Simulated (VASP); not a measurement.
# Si2Ni (m.f) (Fm-3m) in VASP: notebook

Si2Ni (m.f) is run at these levels: PBE; tasks: single point, relaxation of cell and atoms.

Everything below comes from runs of VASP 6.6.1. Logs are shortened: lines on timing, memory, paths and dates and some standing lists are left out, and cuts for length are marked.

**1. The cell of the first run**

It takes space group Fm-3m (No. 225, cubic). The conventional cell has a = 5.390 Å, b = 5.390 Å, c = 5.390 Å, α = 90.00°, β = 90.00°, γ = 90.00°. Within 3.1 Å of Ni (site symmetry m-3m) lie 8 Si at 2.33 Å. Si (site symmetry -43m) has 4 Ni at 2.33 Å and 6 Si at 2.69 to 2.70 Å within 3.1 Å.

**2. Single point, PBE**

INCAR

```
SYSTEM = Si2Ni
PREC     = Accurate       ! precision mode
ENCUT    = 600            ! plane-wave cutoff, eV
EDIFF    = 1E-6           ! SCF threshold, eV
ISMEAR   = 0              ! smearing method
SIGMA    = 0.1            ! smearing width, eV
LREAL    = .FALSE.        ! projectors in reciprocal space
LASPH    = .TRUE.         ! aspherical terms in the spheres
NELM     = 120            ! most SCF steps
ALGO     = Normal         ! electronic algorithm
ISIF     = 2              ! what is computed and relaxed
LWAVE    = .FALSE.        ! write WAVECAR
LCHARG   = .FALSE.        ! write CHGCAR
GGA      = PE             ! functional
NBANDS   = 16             ! bands
GGA_COMPAT= .FALSE.
```

KPOINTS

```
Automatic mesh
0
G
  6 6 6
  0 0 0
```

POSCAR

```
Si2Ni
1.0
    0.0000000000      2.6950000000      2.6950000000
    2.6950000000      0.0000000000      2.6950000000
    2.6950000000      2.6950000000      0.0000000000
Ni Si
1 2
Direct
    0.0000000000      0.0000000000      0.0000000000
    0.2500000000      0.2500000000      0.2500000000
    0.7500000000      0.7500000000      0.7500000000
```

Potentials or basis: VASP PAW PBE potentials, release 64 (Ni, Si).

Launch:

```sh
$ cat potpaw_PBE.64/Ni/POTCAR potpaw_PBE.64/Si/POTCAR > POTCAR
$ mpirun -np 1 vasp_std > vasp.out
```

OUTCAR:

```text
SYSTEM = Si2Ni
   PREC = Accurate
   ENCUT = 600
   EDIFF = 1E-6
   ISMEAR = 0
   LREAL = .FALSE.
   LASPH = .TRUE.
   NELM = 120
   ISIF = 2
   GGA = PE

 ion  position               nearest neighbor table
   1  0.000  0.000  0.000-   3 2.33   3 2.33   3 2.33   2 2.33   2 2.33   2 2.33   3 2.33   2 2.33

   2  0.250  0.250  0.250-   1 2.33   1 2.33   1 2.33   1 2.33   3 2.69   3 2.69   3 2.69   3 2.69
                             3 2.69   3 2.69
   3  0.750  0.750  0.750-   1 2.33   1 2.33   1 2.33   1 2.33   2 2.69   2 2.69   2 2.69   2 2.69
                             2 2.69   2 2.69

  LATTYP: Found a face centered cubic cell.
 ALAT       =     5.3900000000

  Lattice vectors:

 A1 = (   0.0000000000,   2.6950000000,   2.6950000000)
 A2 = (   2.6950000000,   0.0000000000,   2.6950000000)
 A3 = (   2.6950000000,   2.6950000000,   0.0000000000)

Analysis of symmetry for initial positions (statically):
=====================================================================
 Subroutine PRICEL returns:
 Original cell was already a primitive cell.

 Routine SETGRP: Setting up the symmetry group for a
 face centered cubic supercell.

 Subroutine GETGRP returns: Found 48 space group operations
 (whereof 48 operations were pure point group operations)
 out of a pool of 48 trial point group operations.

The static configuration has the point symmetry O_h .

Analysis of symmetry for dynamics (positions and initial velocities):
=====================================================================
 Subroutine PRICEL returns:
 Original cell was already a primitive cell.

 Routine SETGRP: Setting up the symmetry group for a
 face centered cubic supercell.

 Subroutine GETGRP returns: Found 48 space group operations
 (whereof 48 operations were pure point group operations)
 out of a pool of 48 trial point group operations.

The dynamic configuration has the point symmetry O_h .

 Subroutine INISYM returns: Found 48 space group operations
 (whereof 48 operations are pure point group operations),
 and found     1 'primitive' translations

----------------------------------------------------------------------------------------

                                     Primitive cell

  volume of cell :      39.1477

  direct lattice vectors                    reciprocal lattice vectors
     0.000000000  2.695000000  2.695000000    -0.185528757  0.185528757  0.185528757
     2.695000000  0.000000000  2.695000000     0.185528757 -0.185528757  0.185528757
     2.695000000  2.695000000  0.000000000     0.185528757  0.185528757 -0.185528757

  length of vectors
     3.811305551  3.811305551  3.811305551     0.321345233  0.321345233  0.321345233

  position of ions in fractional coordinates (direct lattice)
     0.000000000  0.000000000  0.000000000
     0.250000000  0.250000000  0.250000000
     0.750000000  0.750000000  0.750000000

  ion indices of the primitive-cell ions
   primitive index   ion index
                 1           1
                 2           2
                 3           3

----------------------------------------------------------------------------------------

 KPOINTS: Automatic mesh

Automatic generation of k-mesh.
 Grid dimensions read from file:
 generate k-points for:    6    6    6

 Generating k-lattice:

  Cartesian coordinates                     Fractional coordinates (reciprocal lattice)
    -0.030921459  0.030921459  0.030921459     0.166666667  0.000000000  0.000000000
     0.030921459 -0.030921459  0.030921459     0.000000000  0.166666667  0.000000000
     0.030921459  0.030921459 -0.030921459     0.000000000  0.000000000  0.166666667

  Length of vectors
     0.053557539  0.053557539  0.053557539

  Shift w.r.t. Gamma in fractional coordinates (k-lattice)
     0.000000000  0.000000000  0.000000000

 Subroutine IBZKPT returns following result:
 ===========================================

 Found     16 irreducible k-points:

 Following reciprocal coordinates:
            Coordinates               Weight
  0.000000  0.000000  0.000000      1.000000
  0.166667  0.000000  0.000000      8.000000
  0.333333  0.000000  0.000000      8.000000
  0.500000  0.000000  0.000000      4.000000
  0.166667  0.166667  0.000000      6.000000
  0.333333  0.166667  0.000000     24.000000
[... 8 lines left out ...]
 -0.333333  0.333333  0.166667     24.000000
 -0.333333  0.500000  0.166667     12.000000
   k-points           NKPTS =     16   k-points in BZ     NKDIM =     16   number of bands    NBANDS=     16
   number of dos      NEDOS =    301   number of ions     NIONS =      3
   total plane-waves  NPLWV =  27000
   dimension x,y,z NGX =    30 NGY =   30 NGZ =   30
   dimension x,y,z NGXF=    60 NGYF=   60 NGZF=   60
   ions per type =               1   2
   NGX,Y,Z   is equivalent  to a cutoff of  13.09, 13.09, 13.09 a.u.
   NGXF,Y,Z  is equivalent  to a cutoff of  26.17, 26.17, 26.17 a.u.
 SYSTEM =  Si2Ni
   PREC   = accura    normal or accurate (medium, high low for compatibility)
   ISTART =      0    job   : 0-new  1-cont  2-samecut
   ICHARG =      2    charge: 1-file 2-atom 10-const
   ISPIN  =      1    spin polarized calculation?
   LNONCOLLINEAR =      F non collinear calculations
   LSORBIT =      F    spin-orbit coupling
   LASPH  =      T    aspherical Exc in radial PAW
   ENCUT  =  600.0 eV  44.10 Ry    6.64 a.u.   7.61  7.61  7.61*2*pi/ulx,y,z
   NELM   =    120;   NELMIN=  2; NELMDL= -5     # of ELM steps
   EDIFF  = 0.1E-05   stopping-criterion for ELM
   LREAL  =      F    real-space projection
   EDIFFG = 0.1E-04   stopping-criterion for IOM
   NSW    =      0    number of steps for IOM
   IBRION =     -1    ionic relax: 0-MD 1-quasi-New 2-CG
   NFREE  =      0    steps in history (QN), initial steepest desc. (CG)
   ISIF   =      2    stress and relaxation
   ISYM   =      2    0-nonsym 1-usesym 2-fastsym
   POTIM  = 0.5000    time-step for ionic-motion
   TEBEG  =    0.0;   TEEND  =   0.0 temperature during run
   PSTRESS=    0.0 pullay stress
   NELECT =      18.0000    total number of electrons
   NUPDOWN=      -1.0000    fix difference up-down
   EMIN   =  10.00;   EMAX   =-10.00  energy-range for DOS
   EFERMI =   0.00;   METHOD = LEGACY
   ISMEAR =     0;   SIGMA  =   0.10  broadening in eV -4-tet -1-fermi 0-gaus
   EFERMI_NEDOS =   21; number of points for ismear=-14 and -15
   IALGO  =     38    algorithm
   IMIX   =      4    mixing-type and parameters
     AMIX     =   0.40;   BMIX     =  1.00
     AMIX_MAG =   1.60;   BMIX_MAG =  1.00
  volume/ion in A,a.u.               =      13.05        88.06
  Fermi-wavevector in a.u.,A,eV,Ry     =   1.263563  2.387788 21.722945  1.596591
  Thomas-Fermi vector in A             =   2.396913
   LORBIT       =      0    0 simple, 1 ext, 2 COOP (PROOUT), +10 PAW based schemes
   GGA     = PE    functional components
   LHFCALC =     F    Hartree Fock is set to
   AEXX    =    0.0000 exact exchange contribution
   IVDW    =     0    specifies the selected vdW correction
   LEPSILON=     F    determine dielectric tensor
   LRPA    =     F    only Hartree local field effects (RPA)
 non-spin polarized calculation
 Gauss-broadening in eV      SIGMA  =   0.10
  energy-cutoff  :      600.00
  volume of cell :       39.15
 maximum number of plane-waves:      1316
   NGX = 15   NGY = 15   NGZ = 15

 number of electron      17.9999991 magnetization

 Free energy of the ion-electron system (eV)
  ---------------------------------------------------
  ext. energy  EPLUGINS =         0.00000000
  ---------------------------------------------------
  free energy    TOTEN  =       -17.35014768 eV

  energy without entropy =      -17.34345022  energy(sigma->0) =      -17.34679895

 E-fermi :  10.6496     XC(G=0): -11.6275

 val. band max:       10.6390717607   @ k =   0.1667   0.1667   0.0000
 cond. band min:      10.9374727846   @ k =   0.3333   0.1667   0.0000
 fundamental gap:      0.2984010239
 Fermi energy:        10.6496255478

 k-point     1 :       0.0000    0.0000    0.0000
  band No.  band energies     occupation
      1      -3.3526      2.00000
      2       5.3383      2.00000
      3       5.3383      2.00000
      4       5.3383      2.00000
      5       7.0465      2.00000
      6       7.0465      2.00000
[... 8 lines left out ...]
     15      15.3303      0.00000
     16      15.3303      0.00000

 k-point     2 :       0.1667    0.0000    0.0000
  band No.  band energies     occupation
      1      -2.9395      2.00000
      2       4.5377      2.00000
      3       5.4624      2.00000
      4       5.4624      2.00000
      5       6.9845      2.00000
      6       6.9845      2.00000
[... 8 lines left out ...]
     15      15.0137      0.00000
     16      15.5631      0.00000

 k-point     3 :       0.3333    0.0000    0.0000
  band No.  band energies     occupation
      1      -1.7318      2.00000
      2       2.5453      2.00000
      3       5.6881      2.00000
      4       5.6881      2.00000
      5       7.0243      2.00000
      6       7.0243      2.00000
[... 8 lines left out ...]
     15      17.3653      0.00000
     16      18.0840      0.00000

 k-point     4 :       0.5000    0.0000    0.0000
  band No.  band energies     occupation
      1      -0.0936      2.00000
      2       0.5002      2.00000
      3       5.7622      2.00000
      4       5.7622      2.00000
      5       6.8502      2.00000
      6       7.2377      2.00000
[... 8 lines left out ...]
     15      19.8154      0.00000
     16      20.6623      0.00000

 k-point     5 :       0.1667    0.1667    0.0000
  band No.  band energies     occupation
      1      -2.8020      2.00000
      2       4.6477      2.00000
      3       5.3954      2.00000
      4       5.3954      2.00000
      5       6.6746      2.00000
      6       7.1469      2.00000
[... 8 lines left out ...]
     15      16.4216      0.00000
     16      16.4216      0.00000

 k-point     6 :       0.3333    0.1667    0.0000
  band No.  band energies     occupation
      1      -1.8595      2.00000
      2       3.3845      2.00000
      3       5.5482      2.00000
      4       5.5574      2.00000
      5       6.3168      2.00000
      6       7.2322      2.00000
[... 8 lines left out ...]
     15      18.6501      0.00000
     16      18.9176      0.00000
[... 115 lines left out ...]
 k-point    13 :       0.5000    0.5000    0.0000
  band No.  band energies     occupation
      1       0.6772      2.00000
      2       2.4770      2.00000
      3       3.2394      2.00000
      4       6.0147      2.00000
      5       6.0147      2.00000
      6       6.9634      2.00000
[... 8 lines left out ...]
     15      20.4652      0.00000
     16      21.6897      0.00000

 k-point    14 :       0.5000    0.3333    0.1667
  band No.  band energies     occupation
      1      -0.6941      2.00000
      2       2.6704      2.00000
      3       4.7146      2.00000
      4       5.3147      2.00000
      5       6.1763      2.00000
      6       6.9036      2.00000
[... 8 lines left out ...]
     15      19.2027      0.00000
     16      19.9137      0.00000

 k-point    15 :      -0.3333    0.3333    0.1667
  band No.  band energies     occupation
      1       0.9199      2.00000
      2       1.2134      2.00000
      3       4.4238      2.00000
      4       4.5455      2.00000
      5       6.4416      2.00000
      6       6.9243      2.00000
[... 8 lines left out ...]
     15      17.9435      0.00000
     16      21.7313      0.00000

 k-point    16 :      -0.3333    0.5000    0.1667
  band No.  band energies     occupation
      1       1.1064      2.00000
      2       2.2657      2.00000
      3       2.9847      2.00000
      4       4.4767      2.00000
      5       6.6094      2.00000
      6       6.9272      2.00000
[... 8 lines left out ...]
     15      20.1546      0.00000
     16      21.4154      0.00000

------------------------ aborting loop because EDIFF is reached ----------------------------------------

  FORCE on cell =-STRESS in cart. coord.  units (eV):
  Direction    XX          YY          ZZ          XY          YZ          ZX
  --------------------------------------------------------------------------------------
  -------------------------------------------------------------------------------------
  Total        1.2750461      1.2750461      1.2750461      0.0000000      0.0000000     -0.0000000
  in kB       52.1831331     52.1831331     52.1831331      0.0000000      0.0000000     -0.0000000
  external PRESSURE =      52.1831331 kB  Pullay stress =       0.0000000 kB

 VOLUME and BASIS-vectors are now :
 -----------------------------------------------------------------------------
  energy-cutoff  :      600.00
  volume of cell :       39.15
      direct lattice vectors                 reciprocal lattice vectors
     0.000000000  2.695000000  2.695000000    -0.185528757  0.185528757  0.185528757
     2.695000000  0.000000000  2.695000000     0.185528757 -0.185528757  0.185528757
     2.695000000  2.695000000  0.000000000     0.185528757  0.185528757 -0.185528757

 POSITION                                       TOTAL-FORCE (eV/Angst)
 -----------------------------------------------------------------------------------
      0.00000      0.00000      0.00000         0.000000      0.000000      0.000000
      1.34750      1.34750      1.34750         0.000000      0.000000      0.000000
      4.04250      4.04250      4.04250        -0.000000     -0.000000     -0.000000
 -----------------------------------------------------------------------------------
    total drift:                                0.000000     -0.000000     -0.000000

  FREE ENERGIE OF THE ION-ELECTRON SYSTEM (eV)
  ---------------------------------------------------
  free  energy   TOTEN  =       -17.3501476762 eV

  energy  without entropy=      -17.3434502200  energy(sigma->0) =      -17.34679895
```

Wall time 26 s (1 thread of Intel Xeon 8259CL, shared host); peak memory 0.16 GiB.

Results:

```
Free energy            : -17.3501 eV
Pressure               : 5.2 GPa
Band gap on the k mesh : zero (band 9 reaches 12.31 eV, above the bottom of band 10 at 10.20 eV)
```

Spin polarisation is off, so any magnetic state and its effect on volume and gap are missing.

**3. Single point, PBE**

This run uses another cell than the first one, of 13.46 Å³/atom, 1.032 times its volume.

INCAR

```
SYSTEM = Si2Ni
PREC     = Accurate       ! precision mode
ENCUT    = 600            ! plane-wave cutoff, eV
EDIFF    = 1E-6           ! SCF threshold, eV
ISMEAR   = 0              ! smearing method
SIGMA    = 0.1            ! smearing width, eV
LREAL    = .False.        ! projectors in reciprocal space
LASPH    = .True.         ! aspherical terms in the spheres
NELM     = 120            ! most SCF steps
ALGO     = Normal         ! electronic algorithm
ISIF     = 2              ! what is computed and relaxed
LWAVE    = .False.        ! write WAVECAR
LCHARG   = .True.         ! write CHGCAR
GGA      = PE             ! functional
LELF     = .True.         ! ELF
LVHAR    = .True.       
NBANDS   = 16             ! bands
GGA_COMPAT= .False.
```

KPOINTS

```
Automatic mesh
0
Gamma
  14 14 14
  0 0 0
```

POSCAR

```
Si2Ni
1.0
    0.0000000000      2.7232308611      2.7232308611
    2.7232308611      0.0000000000      2.7232308611
    2.7232308611      2.7232308611      0.0000000000
Ni Si
1 2
Direct
    0.0000000000      0.0000000000      0.0000000000
    0.2500000000      0.2500000000      0.2500000000
    0.7500000000      0.7500000000      0.7500000000
```

Potentials or basis: VASP PAW PBE potentials, release 64 (Ni, Si).

Launch:

```sh
$ cat potpaw_PBE.64/Ni/POTCAR potpaw_PBE.64/Si/POTCAR > POTCAR
$ mpirun -np 1 vasp_std > vasp.out
```

Run time: 1.7 min. Hardware: 1 thread of Intel Xeon 8259CL, shared host; peak memory 0.23 GiB.

Results (log left out):

```yaml
Free_energy: -17.3721 eV
Pressure: -0.1 GPa
Band_gap_on_the_k_mesh: zero (band 9 reaches 11.80 eV, above the bottom of band 10 at 9.66 eV)
```

Levels at points of the mesh, in eV from the Fermi level:
```tsv
k point	band 7	band 8	band 9	band 10	band 11	band 12
(0.00, 0.00, 0.00)	-0.49	1.66	1.66	1.66	2.31	2.31
(0.50, 0.00, 0.00)	-3.22	-1.40	-1.40	1.74	1.78	1.78
(0.50, 0.50, 0.00)	-3.49	-3.33	-3.01	-0.46	1.45	7.73
```

Spin polarisation is off, so any magnetic state and its effect on volume and gap are missing.

**4. Relaxation of cell and atoms, PBE**

INCAR

```
ALGO     = Normal         # electronic algorithm
EDIFF    = 1E-7           # SCF threshold, eV
EDIFFG   = -0.002         # ionic threshold
ENCUT    = 600            # plane-wave cutoff, eV
GGA      = PE             # functional
GGA_COMPAT= F            
IBRION   = 2              # ionic algorithm
ISIF     = 3              # what is computed and relaxed
ISMEAR   = 0              # smearing method
LASPH    = T              # aspherical terms in the spheres
LCHARG   = F              # write CHGCAR
LREAL    = F              # projectors in reciprocal space
LWAVE    = F              # write WAVECAR
NELM     = 120            # most SCF steps
NELMIN   = 4            
NSW      = 100            # ionic steps
PREC     = Accurate       # precision mode
SIGMA    = 0.1            # smearing width, eV
```

KPOINTS

```
k-points
0
Gamma
  14 14 14
```

POSCAR

```
Si2Ni
1.0
    0.0000000000      2.6950000000      2.6950000000
    2.6950000000      0.0000000000      2.6950000000
    2.6950000000      2.6950000000      0.0000000000
Ni Si
1 2
Direct
    0.0000000000      0.0000000000      0.0000000000
    0.2500000000      0.2500000000      0.2500000000
    0.7500000000      0.7500000000      0.7500000000
```

Launch:

```sh
$ cat potpaw_PBE.64/Ni/POTCAR potpaw_PBE.64/Si/POTCAR > POTCAR
$ mpirun -np 1 vasp_std > vasp.out
```

It took 4.6 min on 1 thread of Intel Xeon 8259CL, shared host; peak memory 0.22 GiB.

Results (log left out):

```yaml
Free_energy: -17.3718 eV
Relaxed_volume: 13.46 Å³/atom
Relaxed_cell: a = 3.851 Å, b = 3.851 Å, c = 3.851 Å, α = 60.00°, β = 60.00°, γ = 60.00°
Space_group_after_relaxing_to_0.05_Å: Fm-3m (No. 225)
Energy_gained_by_relaxing: 6.1 meV/atom
Ionic_steps: 3
Pressure_after_relaxing: 0.0 GPa
Band_gap_on_the_k_mesh: zero (band 9 reaches 11.80 eV, above the bottom of band 10 at 9.66 eV)
```

Step by step:
| step | energy change (eV) | largest force (eV/Å) | pressure (GPa) | volume (Å³) |
| --- | --- | --- | --- | --- |
| 1 | 0.0000 | 0.0000 | 4.82 | 39.15 |
| 2 | -0.0068 | 0.0000 | -3.45 | 41.42 |
| 3 | -0.0182 | 0.0000 | -0.01 | 40.39 |

Final structure:
```xyz
3
Lattice="0.0000 2.7232 2.7232 2.7232 0.0000 2.7232 2.7232 2.7232 0.0000" Properties=species:S:1:pos:R:3 pbc="T T T"
Ni    0.0000    0.0000    0.0000
Si    1.3616    1.3616    1.3616
Si    4.0848    4.0848    4.0848
```

Levels at points of the mesh, in eV from the Fermi level:
```tsv
k point	band 6	band 7	band 8	band 9	band 10	band 11	band 12	band 13
(0.00, 0.00, 0.00)	-3.40	-0.49	1.66	1.66	1.66	2.31	2.31	2.31
(0.50, 0.00, 0.00)	-3.22	-3.22	-1.40	-1.40	1.74	1.78	1.78	2.47
(0.50, 0.50, 0.00)	-3.49	-3.49	-3.33	-3.01	-0.46	1.45	7.73	8.11
```

Spin polarisation is off, so any magnetic state and its effect on volume and gap are missing.

**5. Summary**

```tsv
task	cell	k mesh	gap on the mesh (eV)	pressure (GPa)
single point	a = 3.811 Å, angles 60.0°, 3 atoms	6 × 6 × 6	none	5.2
single point	a = 3.851 Å, angles 60.0°, 3 atoms	14 × 14 × 14	none	-0.1
relaxation of cell and atoms	relaxed from a = 3.811 Å, angles 60.0°, 3 atoms	14 × 14 × 14	none	0.0
```

Alike in all rows: level PBE; potentials or basis VASP PAW PBE potentials, release 64 (Ni, Si); no spin polarisation; cutoff (eV) 600; smearing gaussian 0.1 eV.

Total energies depend on the potentials used, so only differences within one code and one set of settings carry meaning.
